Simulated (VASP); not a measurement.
Write the native input for VASP 6.6.1 that does the following.

| Item | Value |
| --- | --- |
| Task | single point |
| Functional | r2SCAN |
| Potentials or basis | VASP PAW PBE potentials, release 64 (Rh_sv_GW) |
| Cutoff | 680 eV |
| k mesh | 22 × 22 × 22 |
| Occupations | gaussian, width 0.15 eV |
| Spin | no spin polarisation |
| Dipole correction | no |
| Further INCAR settings | ALGO = Normal; EDIFF = 1e-06; NBANDS = 14 |

Rh:

```
Rh
1.0
     0.00000    1.90155    1.94909
     1.90155    0.00000    1.94909
     1.90155    1.90155    0.00000
Rh
1
Direct
  0.00000 0.00000 0.00000
```

This cell differs from its parent crystal: strain +0.000 along x and y, +0.025 along z.

One way to write it, as run:

POSCAR

```
Rh
1.0
    0.0000000000      1.9015500000      1.9490887500
    1.9015500000      0.0000000000      1.9490887500
    1.9015500000      1.9015500000      0.0000000000
Rh
1
Direct
    0.0000000000      0.0000000000      0.0000000000
```

INCAR.step1

```
  ALGO = Normal
  EDIFF = 1E-5
  ENCUT = 680
  GGA = PE
  GGA_COMPAT = False
  ISMEAR = 0
  LASPH = True
  LCHARG = False
  LREAL = False
  LWAVE = True
  NBANDS = 14
  NELM = 120
  PREC = Accurate
  SIGMA = 0.15
```

INCAR.step2

```
  ALGO = Normal
  EDIFF = 1E-6
  ENCUT = 680
  GGA_COMPAT = False
  ISIF = 2
  ISMEAR = 0
  ISTART = 1
  LASPH = True
  LCHARG = True
  LELF = True
  LMIXTAU = True
  LREAL = False
  LVHAR = True
  LWAVE = False
  METAGGA = R2SCAN
  NBANDS = 14
  NELM = 120
  PREC = Accurate
  SIGMA = 0.15
```

KPOINTS

```
k-points
0
Gamma
  22 22 22
```

Potentials or basis: VASP PAW PBE potentials, release 64 (Rh_sv_GW).

Launch:

```console
$ cat potpaw_PBE.64/Rh_sv_GW/POTCAR > POTCAR
$ cp INCAR.step1 INCAR
$ mpirun -np 1 vasp_std > vasp.out
$ cp INCAR.step2 INCAR
$ mpirun -np 1 vasp_std > vasp.out
```

It gave:

```json
{
 "Pressure": "-6.9 GPa",
 "Band gap on the k mesh": "zero (an odd number of electrons rules out a gap without spin polarisation)"
}
```

Caveat: the cell differs from its parent crystal (strain +0.000 along x and y, +0.025 along z); the stress differs along the axes, from -11 to -5 GPa; the PAW data sets were made with another functional, which shifts forces and pressure a little.

Wall time 8.5 min on 1 thread of Intel(R) Xeon(R) Platinum 8259CL CPU @ 2.50GHz (Skylake/Cascade Lake), on a shared host, peak memory 0.43 GiB.
